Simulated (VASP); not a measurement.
# NbRu3 in VASP: notebook, part 2 of 3

VASP 6.6.1. The steps go on from the part before.

**4. Electric field gradients, LDA (zz strain of +2 %)**

Input file INCAR:

```
ALGO     = Normal         # electronic algorithm
EDIFF    = 1E-8           # SCF threshold, eV
ENCUT    = 520            # plane-wave cutoff, eV
ISIF     = 2              # what is computed and relaxed
ISMEAR   = -1             # smearing method
LASPH    = T              # aspherical terms in the spheres
LCHARG   = F              # write CHGCAR
LEFG     = T            
LREAL    = F              # projectors in reciprocal space
LWAVE    = F              # write WAVECAR
NBANDS   = 36             # bands
NELM     = 60             # most SCF steps
PREC     = Accurate       # precision mode
SIGMA    = 0.05           # smearing width, eV
```

Input file KPOINTS:

```
k-points
0
Gamma
  9 9 9
```

Input file POSCAR:

```
NbRu3
1.0
    3.8800000000      0.0000000000      0.0000000000
    0.0000000000      3.8800000000      0.0000000000
    0.0000000000      0.0000000000      3.9576000000
Nb Ru
1 3
Direct
    0.0000000000      0.0000000000      0.0000000000
    0.0000000000      0.5000000000      0.5000000000
    0.5000000000      0.0000000000      0.5000000000
    0.5000000000      0.5000000000      0.0000000000
```

Potentials or basis: VASP PAW LDA potentials, release 64 (Nb_sv, Ru_pv).

On the command line:

```
$ cat potpaw_LDA.64/Nb_sv/POTCAR potpaw_LDA.64/Ru_pv/POTCAR > POTCAR
$ mpirun -np 1 vasp_std > vasp.out
```

OUTCAR:

```text
EDIFF = 1E-8
   ENCUT = 520
   ISIF = 2
   ISMEAR = -1
   LASPH = T
   LREAL = F
   NELM = 60
   PREC = Accurate

 ion  position               nearest neighbor table
   1  0.000  0.000  0.000-   4 2.74   4 2.74   4 2.74   4 2.74   3 2.77   2 2.77   3 2.77   2 2.77
                             3 2.77   2 2.77   3 2.77   2 2.77
   2  0.000  0.500  0.500-   3 2.74   3 2.74   3 2.74   3 2.74   4 2.77   1 2.77   1 2.77   1 2.77
                             4 2.77   4 2.77   4 2.77   1 2.77
   3  0.500  0.000  0.500-   2 2.74   2 2.74   2 2.74   2 2.74   4 2.77   1 2.77   4 2.77   4 2.77
                             1 2.77   4 2.77   1 2.77   1 2.77
   4  0.500  0.500  0.000-   1 2.74   1 2.74   1 2.74   1 2.74   3 2.77   2 2.77   3 2.77   3 2.77
                             3 2.77   2 2.77   2 2.77   2 2.77

  LATTYP: Found a simple tetragonal cell.
 ALAT       =     3.8800000000
[... 1170 lines left out ...]
   2      -5.924     7.100    -1.176    -0.000     0.000    -0.000
   3       7.100    -5.924    -1.176     0.000    -0.000     0.000
   4       8.729     8.729   -17.459     0.000     0.000     0.000
---------------------------------------------------------------------

 Electric field gradients after diagonalization (V/A^2)
 (convention: |V_zz| > |V_xx| > |V_yy|)
----------------------------------------------------------------------
 ion       V_xx      V_yy      V_zz     asymmetry (V_yy - V_xx)/ V_zz
----------------------------------------------------------------------
   1       0.589     0.589    -1.179       0.000
   2      -5.924    -1.176     7.100       0.669
   3      -5.924    -1.176     7.100       0.669
   4       8.729     8.729   -17.459       0.000
----------------------------------------------------------------------

           NMR quadrupolar parameters

 Cq : quadrupolar parameter    Cq=e*Q*V_zz/h
 eta: asymmetry parameters     (V_yy - V_xx)/ V_zz
 Q  : nuclear electric quadrupole moment in mb (millibarn)
----------------------------------------------------------------------
 ion       Cq(MHz)       eta       Q (mb)
----------------------------------------------------------------------
   1      -0.003       0.000       1.000
   2       0.017       0.669       1.000
   3       0.017       0.669       1.000
   4      -0.042       0.000       1.000
----------------------------------------------------------------------
```

Run time: 2.1 min. Hardware: 1 thread of AMD EPYC 7R13 (Zen 3), shared host; peak memory 0.21 GiB.

What came out:

| Property | Result |
| --- | --- |
| Free energy | -43.6610 eV |
| Pressure | -15.8 GPa |
| Band gap on the k mesh | zero (an odd number of electrons rules out a gap without spin polarisation) |
| Largest electric field gradient by atom | Nb -1.2; Ru +7.1, -17.5 (each value once) V/Å² |

Stress tensor (GPa, compression positive):
```
-14.77   0.00   0.00
  0.00 -14.77   0.00
  0.00   0.00 -17.98
```

Levels at points of the mesh, in eV from the Fermi level:
```tsv
k point	band 25	band 26	band 27	band 28	band 29	band 30	band 31	band 32
(0.00, 0.00, 0.00)	0.58	1.73	2.18	2.18	2.34	3.50	3.56	3.64
```

Electric field gradients, principal values (V/Å²):
| atom | least | middle | greatest (by size) |
| --- | --- | --- | --- |
| 1 Nb | 0.589 | 0.589 | -1.179 |
| 2 Ru | -1.176 | -5.924 | 7.100 |
| 3 Ru | -1.176 | -5.924 | 7.100 |
| 4 Ru | 8.729 | 8.729 | -17.459 |

Caveat: the cell differs from its parent crystal (zz strain of +2 %); the cell stands under tension; without QUAD_EFG the Cq values of the log hold for a quadrupole moment of 1 mb, not for the nuclei.

**5. Electric field gradients, LDA (equal xy, yz and zx shear strains of +1 %)**

Input file INCAR:

```
ALGO     = Normal         # electronic algorithm
EDIFF    = 1E-8           # SCF threshold, eV
ENCUT    = 520            # plane-wave cutoff, eV
GGA      = CA             # functional
ISIF     = 2              # what is computed and relaxed
ISMEAR   = -1             # smearing method
LASPH    = True           # aspherical terms in the spheres
LCHARG   = False          # write CHGCAR
LEFG     = True         
LREAL    = False          # projectors in reciprocal space
LWAVE    = False          # write WAVECAR
NBANDS   = 36             # bands
NELM     = 80             # most SCF steps
PREC     = Accurate       # precision mode
SIGMA    = 0.05           # smearing width, eV
```

KPOINTS is that of step 4.

Input file POSCAR:

```
NbRu3
1.0
    3.8800000000      0.0194000000      0.0194000000
    0.0194000000      3.8800000000      0.0194000000
    0.0194000000      0.0194000000      3.8800000000
Nb Ru
1 3
Direct
    0.0000000000      0.0000000000      0.0000000000
    0.0000000000      0.5000000000      0.5000000000
    0.5000000000      0.0000000000      0.5000000000
    0.5000000000      0.5000000000      0.0000000000
```

Potentials or basis: VASP PAW LDA potentials, release 64 (Nb_sv, Ru_pv).

On the command line:

```
$ cat potpaw_LDA.64/Nb_sv/POTCAR potpaw_LDA.64/Ru_pv/POTCAR > POTCAR
$ mpirun -np 1 vasp_std > vasp.out
```

OUTCAR:

```text
EDIFF = 1E-8
   ENCUT = 520
   GGA = CA
   ISIF = 2
   ISMEAR = -1
   LASPH = True
   LREAL = False
   NELM = 80
   PREC = Accurate

 ion  position               nearest neighbor table
   1  0.000  0.000  0.000-   2 2.73   3 2.73   2 2.73   4 2.73   3 2.73   4 2.73   2 2.76   2 2.76
                             3 2.76   4 2.76   3 2.76   4 2.76
   2  0.000  0.500  0.500-   1 2.73   4 2.73   1 2.73   3 2.73   3 2.73   4 2.73   1 2.76   1 2.76
                             3 2.76   4 2.76   4 2.76   3 2.76
   3  0.500  0.000  0.500-   1 2.73   4 2.73   2 2.73   4 2.73   1 2.73   2 2.73   1 2.76   4 2.76
                             2 2.76   4 2.76   1 2.76   2 2.76
   4  0.500  0.500  0.000-   2 2.73   3 2.73   1 2.73   3 2.73   1 2.73   2 2.73   1 2.76   3 2.76
                             2 2.76   3 2.76   2 2.76   1 2.76

  LATTYP: Found a trigonal (rhomboedric) cell.
[... 1171 lines left out ...]
   2     -12.771     6.386     6.386     3.697     3.697    -3.654
   3       6.386   -12.771     6.386     3.697    -3.654     3.697
   4       6.386     6.386   -12.771    -3.654     3.697     3.697
---------------------------------------------------------------------

 Electric field gradients after diagonalization (V/A^2)
 (convention: |V_zz| > |V_xx| > |V_yy|)
----------------------------------------------------------------------
 ion       V_xx      V_yy      V_zz     asymmetry (V_yy - V_xx)/ V_zz
----------------------------------------------------------------------
   1      -0.351    -0.351     0.703       0.000
   2      10.040     4.329   -14.369       0.397
   3      10.040     4.329   -14.369       0.397
   4      10.040     4.329   -14.369       0.397
----------------------------------------------------------------------

           NMR quadrupolar parameters

 Cq : quadrupolar parameter    Cq=e*Q*V_zz/h
 eta: asymmetry parameters     (V_yy - V_xx)/ V_zz
 Q  : nuclear electric quadrupole moment in mb (millibarn)
----------------------------------------------------------------------
 ion       Cq(MHz)       eta       Q (mb)
----------------------------------------------------------------------
   1       0.002       0.000       1.000
   2      -0.035       0.397       1.000
   3      -0.035       0.397       1.000
   4      -0.035       0.397       1.000
----------------------------------------------------------------------
```

OSZICAR:

```text
N       E                     dE             d eps       ncg     rms          rms(c)
DAV:   1     0.691346743934E+03    0.69135E+03   -0.32251E+04  6120   0.166E+03
DAV:   2    -0.178208877139E+02   -0.70917E+03   -0.69317E+03  6956   0.586E+02
DAV:   3    -0.449349997010E+02   -0.27114E+02   -0.25836E+02  9256   0.112E+02
DAV:   4    -0.463325630672E+02   -0.13976E+01   -0.13842E+01  8908   0.203E+01
DAV:   5    -0.463775695117E+02   -0.45006E-01   -0.44950E-01  9108   0.361E+00    0.211E+01
DAV:   6    -0.440749923894E+02    0.23026E+01   -0.67257E+00  6908   0.181E+01    0.540E+00
DAV:   7    -0.440195901496E+02    0.55402E-01   -0.27507E+00 11256   0.952E+00    0.472E+00
DAV:   8    -0.437603456658E+02    0.25924E+00   -0.91759E-01  8764   0.604E+00    0.139E+00
DAV:   9    -0.437574684229E+02    0.28772E-02   -0.49114E-02  7336   0.156E+00    0.286E-01
DAV:  10    -0.437576277965E+02   -0.15937E-03   -0.35068E-03 10204   0.377E-01    0.559E-02
DAV:  11    -0.437576311565E+02   -0.33600E-05   -0.83448E-05  9064   0.562E-02    0.304E-02
DAV:  12    -0.437576426874E+02   -0.11531E-04   -0.38067E-05 11524   0.421E-02    0.122E-02
DAV:  13    -0.437576424041E+02    0.28328E-06   -0.23565E-06  8188   0.112E-02    0.341E-03
DAV:  14    -0.437576423589E+02    0.45272E-07   -0.38383E-07  8540   0.646E-03    0.963E-04
DAV:  15    -0.437576423715E+02   -0.12661E-07   -0.20264E-08  5924   0.134E-03    0.413E-04
DAV:  16    -0.437576423715E+02    0.00000E+00   -0.44482E-09  4152   0.389E-04
   1 F= -.43757642E+02 E0= -.43735671E+02  d E =-.439436E-01
```

stdout:

```text
POSCAR found type information on POSCAR NbRu
 POSCAR found :  2 types and       4 ions
 scaLAPACK will be used
 LDA part: xc-table for (Slater(with rela. corr.)+CA(PZ))
 , standard interpolation
 POSCAR, INCAR and KPOINTS ok, starting setup
 FFT: planning ... GRIDC
 FFT: planning ... GRID_SOFT
 FFT: planning ... GRID
 WAVECAR not read
 entering main loop
ion   1

ion   2
     0.0000541    -0.0981109    -0.0328474     1.5875671    -0.0981109    -2.7497469
     0.0000746    -0.0981109    -0.0328474     1.5875671    -0.0981109    -2.7497469
     0.0001027    -0.0981109    -0.0328474     1.5875671    -0.0981109    -2.7497469
     0.0001414    -0.0981109    -0.0328474     1.5875671    -0.0981109    -2.7497469

     0.0000541    -3.4472967     3.2658706    -4.5248659    -3.4472967     7.8372976
     0.0000746    -3.4472288     3.2655379    -4.5228160    -3.4472288     7.8337471
     0.0001027    -3.4471272     3.2649967    -4.5194724    -3.4471272     7.8279558
     0.0001414    -3.4469768     3.2641197    -4.5140404    -3.4469768     7.8185474

ion   3
     0.0000541    -0.0981109    -0.0981109     1.5875671    -0.0328474     2.7497469
     0.0000746    -0.0981109    -0.0981109     1.5875671    -0.0328474     2.7497469
     0.0001027    -0.0981109    -0.0981109     1.5875671    -0.0328474     2.7497469
     0.0001414    -0.0981109    -0.0981109     1.5875671    -0.0328474     2.7497469

     0.0000541    -3.4472967    -3.4472967    -4.5248659     3.2658706    -7.8372976
     0.0000746    -3.4472288    -3.4472288    -4.5228160     3.2655379    -7.8337471
     0.0001027    -3.4471272    -3.4471272    -4.5194724     3.2649967    -7.8279558
     0.0001414    -3.4469768    -3.4469768    -4.5140404     3.2641197    -7.8185474

ion   4
```

Wall time 4.1 min (1 thread of Intel Xeon Platinum 8259CL at 2.50GHz (Skylake/Cascade Lake), shared host); peak memory 0.26 GiB.

Results:

```yaml
Free_energy: -43.7576 eV
Pressure: -10.9 GPa
Band_gap_on_the_k_mesh: zero (an odd number of electrons rules out a gap without spin polarisation)
Largest_electric_field_gradient_by_atom: Nb +0.7; Ru -14.4 V/Å²
```

Electric field gradients, principal values (V/Å²):
| atom | least | middle | greatest (by size) |
| --- | --- | --- | --- |
| 1 Nb | -0.351 | -0.351 | 0.703 |
| 2 Ru | 4.329 | 10.040 | -14.369 |
| 3 Ru | 4.329 | 10.040 | -14.369 |
| 4 Ru | 4.329 | 10.040 | -14.369 |

Caveat: the cell differs from its parent crystal (equal xy, yz and zx shear strains of +1 %); the cell stands under tension; without QUAD_EFG the Cq values of the log hold for a quadrupole moment of 1 mb, not for the nuclei.

(Continued in part 3 of 3.)
